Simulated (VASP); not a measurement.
A run of VASP 6.6.1 is set up as follows.

INCAR

```
PREC = Accurate ; ENCUT = 520
EDIFF = 1E-7 ; ISMEAR = 0
SIGMA = 0.05 ; LREAL = F
LASPH = T ; NELM = 80
ALGO = Normal ; ISIF = 2
LWAVE = F ; LCHARG = F
GGA = PS ; IVDW = 12
NBANDS = 35
```

File KPOINTS:

```
Automatic mesh
0
Gamma
  12 12 4
```

POSCAR

```
WSe2
1.0
    3.3215020518      0.0000000000      0.0000000000
   -1.6607510259      2.8765051556      0.0000000000
    0.0000000000      0.0000000000     11.7432374902
W Se
2 4
Direct
    0.3333333333      0.6666666667      0.2500000000
    0.6666666667      0.3333333333      0.7500000000
    0.3333333333      0.6666666667      0.6145805872
    0.6666666667      0.3333333333      0.1145805872
    0.3333333333      0.6666666667      0.8854194128
    0.6666666667      0.3333333333      0.3854194128
```

Potentials or basis: VASP PAW PBE potentials, release 64 (W_sv, Se).

Launch:

```sh
$ cat potpaw_PBE.64/W_sv/POTCAR potpaw_PBE.64/Se/POTCAR > POTCAR
$ mpirun -np 1 vasp_std > vasp.out
```

**Question.** Estimate the band gap on the k mesh.

**Answer.** 0.42 eV (least direct gap 1.17 eV).

**Question.** Estimate the largest force.

**Answer.** 0.958 eV/Å.

**Question.** Estimate the dispersion energy per atom.

**Answer.** -0.477 eV.

Stress tensor (GPa, compression positive):
```
-2.38  0.00  0.00
 0.00 -2.38  0.00
 0.00  0.00 12.77
```

Caveat: the PAW data sets were made with another functional, which shifts forces and pressure a little; spin-orbit coupling is left out, which moves the levels of the heavy elements. A k mesh can miss the band edges.
